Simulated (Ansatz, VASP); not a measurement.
**Ta: VASP beside Ansatz**

The input INCAR:

```
PREC     = Accurate       # precision mode
ENCUT    = 520            # plane-wave cutoff, eV
EDIFF    = 1E-8           # SCF threshold, eV
ISMEAR   = -1             # smearing method
SIGMA    = 0.08           # smearing width, eV
LREAL    = False          # projectors in reciprocal space
LASPH    = True           # aspherical terms in the spheres
NELM     = 100            # most SCF steps
ALGO     = Normal         # electronic algorithm
ISIF     = 2              # what is computed and relaxed
LWAVE    = False          # write WAVECAR
LCHARG   = False          # write CHGCAR
GGA      = PS             # functional
LEFG     = True         
NBANDS   = 12             # bands
```

The input KPOINTS:

```
Automatic mesh
0
Gamma
  17 17 17
```

POSCAR

```
Ta
1.0
   -1.6345992636      1.6345992636      1.6345992636
    1.6345992636     -1.6345992636      1.6345992636
    1.6345992636      1.6345992636     -1.6345992636
Ta
1
Direct
    0.0000000000      0.0000000000      0.0000000000
```

Input for Ansatz:

```yaml
crystal:
  lattice:
    - [-1.6345992636, 1.6345992636, 1.6345992636]
    - [1.6345992636, -1.6345992636, 1.6345992636]
    - [1.6345992636, 1.6345992636, -1.6345992636]
  atoms:
    - { symbol: Ta, position: [0.0, 0.0, 0.0] }
kpoints:
  mp_grid: { grid: [17, 17, 17] }
scf:
  occupations: { method: fermi_dirac, width: 0.08 }
hamiltonian:
  xc: pbesol
  pseudopotentials: { kind: paw }
output:
  forces: true
  stress: true
  eigenvalues: true
  efg: { contact_densities: true }
```

Change from the starting cell: volume scaled by 0.97, PAW files.

Alike in both runs: task electric field gradients; functional PBEsol; k mesh 17 × 17 × 17; occupations fermi-dirac, width 0.08 eV; no spin polarisation.

|  | VASP | Ansatz |
| --- | --- | --- |
| version | VASP 6.6.1 | Ansatz 0.2.0 |
| potentials or method | VASP PAW PBE potentials, release 64 (Ta_pv) | PAW with Ansatz's default frozen-core files, scalar-relativistic |
| plane-wave cutoff (eV) | 520 | 420 |
| valence electrons in the cell | 11 | 13 |

Ansatz gave:

- pressure (GPa): 2.5

Task: What did VASP give for the same quantities?

Result: Pressure (GPa): 2.7.

VASP's potentials were made for PBE, not for PBEsol. VASP's potentials hold 11 valence electrons a cell and Ansatz's 13, so a difference there can come from the potentials and not from the codes.

Neither program's run includes spin-orbit coupling.
